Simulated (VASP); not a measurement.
Write the native input for VASP 6.6.1 that does the following.

| Item | Value |
| --- | --- |
| Task | single point |
| Functional | PBEsol |
| Potentials or basis | VASP PAW PBE potentials, release 64 (Sn_d, O) |
| Cutoff | 520 eV |
| k mesh | 8 × 6 × 6 |
| Occupations | gaussian, width 0.05 eV |
| Spin | no spin polarisation |
| Dipole correction | no |
| Further INCAR settings | ALGO = Normal; EDIFF = 1e-06; NBANDS = 28 |

The structure of SnO lies in POSCAR:

```
SnO
1.0
    3.3550050000      0.0000000000      0.0000000000
    0.0000000000      5.6741040000      0.0000000000
    0.0000000000      0.0000000000      4.2219700000
Sn O
2 2
Direct
    0.0000000000      0.2319090000      0.4598513428
    0.5000000000      0.7680910000      0.0131440000
    0.0000000000      0.8912500000      0.7368570000
    0.5000000000      0.1087500000      0.2368570000
```

This cell differs from its parent crystal: atom 1 (Sn) moved by (+0.000, -0.225) A along [1 1 0] and z.

One way to write it, as run:

INCAR

```
SYSTEM = SnO
PREC = Accurate
ENCUT = 520
EDIFF = 1E-6
ISMEAR = 0
SIGMA = 0.05
LREAL = .FALSE.
LASPH = .TRUE.
NELM = 100
ALGO = Normal
ISIF = 2
LWAVE = .FALSE.
LCHARG = .FALSE.
GGA = PS
NBANDS = 28
```

KPOINTS

```
regular mesh
0
G
  8 6 6
  0 0 0
```

Potentials or basis: VASP PAW PBE potentials, release 64 (Sn_d, O).

Launch:

```sh
$ cat potpaw_PBE.64/Sn_d/POTCAR potpaw_PBE.64/O/POTCAR > POTCAR
$ mpirun -np 1 vasp_std > vasp.out
```

It gave:

```yaml
Pressure: -0.3 GPa
Largest_force: 1.705 eV/Å
Band_gap_on_the_k_mesh: 1.29 eV (least direct gap 2.00 eV)
```

Caveat: the cell differs from its parent crystal (atom 1 (Sn) moved by (+0.000, -0.225) A along [1 1 0] and z); the PAW data sets were made with another functional, which shifts forces and pressure a little; spin-orbit coupling is left out, which moves the levels of the heavy elements.

Run time: 4.6 min on 1 thread of Oxide Virtual Turin-like Processor, on a shared host, peak memory 0.28 GiB.
